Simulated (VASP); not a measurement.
Wanted: the native input for a VASP 6.6.1 run.

| Property | Result |
| --- | --- |
| Task | single point |
| Functional | PBEsol |
| Potentials or basis | VASP PAW PBE potentials, release 64 (Si, O) |
| Cutoff | 520 eV |
| k mesh | 8 × 8 × 11 |
| Occupations | fermi-dirac, width 0.05 eV |
| Spin | no spin polarisation |
| Dipole correction | no |
| Further INCAR settings | ALGO = Normal; EDIFF = 1e-06; NBANDS = 25 |

The structure of SiO2 (rutile type) lies in POSCAR:

```
SiO2
1.0
    3.8644983274      0.0000000000      0.0000000000
    0.0000000000      3.8644983274      0.0000000000
    0.0000000000      0.0000000000      2.5245686593
Si O
2 4
Direct
    0.0000000000      0.0000000000      0.0000000000
    0.5000000000      0.5000000000      0.5000000000
    0.3007538850      0.3007538850      0.0000000000
    0.6992461150      0.6992461150      0.0000000000
    0.8007538850      0.1992461150      0.5000000000
    0.1992461150      0.8007538850      0.5000000000
```

The input as run:

INCAR

```
PREC     = Accurate       # precision mode
ENCUT    = 520            # plane-wave cutoff, eV
EDIFF    = 1E-6           # SCF threshold, eV
ISMEAR   = -1             # smearing method
SIGMA    = 0.05           # smearing width, eV
LREAL    = F              # projectors in reciprocal space
LASPH    = T              # aspherical terms in the spheres
NELM     = 60             # most SCF steps
ALGO     = Normal         # electronic algorithm
ISIF     = 2              # what is computed and relaxed
LWAVE    = F              # write WAVECAR
LCHARG   = F              # write CHGCAR
GGA      = PS             # functional
NBANDS   = 25             # bands
```

KPOINTS

```
regular mesh
0
Gamma
  8 8 11
```

Potentials or basis: VASP PAW PBE potentials, release 64 (Si, O).

Run with:

```sh
$ cat potpaw_PBE.64/Si/POTCAR potpaw_PBE.64/O/POTCAR > POTCAR
$ mpirun -np 1 vasp_std > vasp.out
```

Results of the run:

The pressure is 108.9 GPa, the largest force is 0.019 eV/Å and the band gap on the k mesh is 6.79 eV.

Caveat: the cell stands under pressure; the PAW data sets were made with another functional, which shifts forces and pressure a little; an odd mesh through Γ misses points on the zone boundary, where band edges can lie.

Wall time 2.2 min on 1 thread of Intel Xeon 8259CL, on a shared host, peak memory 0.19 GiB.
